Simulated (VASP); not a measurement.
Wanted: the native input for a VASP 6.6.1 run.

* Task: single point
* Functional: PBEsol
* Potentials or basis: VASP PAW PBE potentials, release 64 (W_sv)
* Cutoff: 520 eV
* k mesh: 16 × 16 × 16
* Occupations: gaussian, width 0.1 eV
* Spin: no spin polarisation
* Dipole correction: no
* Further INCAR settings: ALGO = Fast; EDIFF = 1e-07; NBANDS = 21

The structure of W lies in POSCAR:

```
W
1.0
    3.1227846955      0.0000000000      0.0000000000
    0.0000000000      3.1227846955      0.0000000000
    0.0000000000      0.0000000000      3.1816558681
W
2
Direct
    0.0000000000      0.0000000000      0.0000000000
    0.5000000000      0.5000000000      0.5000000000
```

This cell differs from its parent crystal: biaxial strain in the a-b plane: -1.0 %, then relaxed in part.

One way to write it, as run:

INCAR

```
  ALGO = Fast
  EDIFF = 1E-7
  ENCUT = 520
  GGA = PS
  ISIF = 2
  ISMEAR = 0
  LASPH = T
  LCHARG = F
  LREAL = F
  LWAVE = F
  NBANDS = 21
  NELM = 100
  PREC = Accurate
  SIGMA = 0.1
```

KPOINTS

```
k-points
0
Gamma
  16 16 16
```

Potentials or basis: VASP PAW PBE potentials, release 64 (W_sv).

Launch:

```console
$ cat potpaw_PBE.64/W_sv/POTCAR > POTCAR
$ mpirun -np 1 vasp_std > vasp.out
```

It gave:

| Item | Value |
| --- | --- |
| Pressure | 4.5 GPa |
| Band gap on the k mesh | zero (band 14 reaches 12.46 eV, above the bottom of band 15 at 11.04 eV) |

Caveat: the cell differs from its parent crystal (biaxial strain in the a-b plane: -1.0 %, then relaxed in part); the PAW data sets were made with another functional, which shifts forces and pressure a little; spin-orbit coupling is left out, which moves the levels of the heavy elements.

Wall time 120 s on 1 thread of Intel(R) Xeon(R) Platinum 8375C CPU @ 2.90GHz (Ice Lake), on a shared host, peak memory 0.31 GiB.
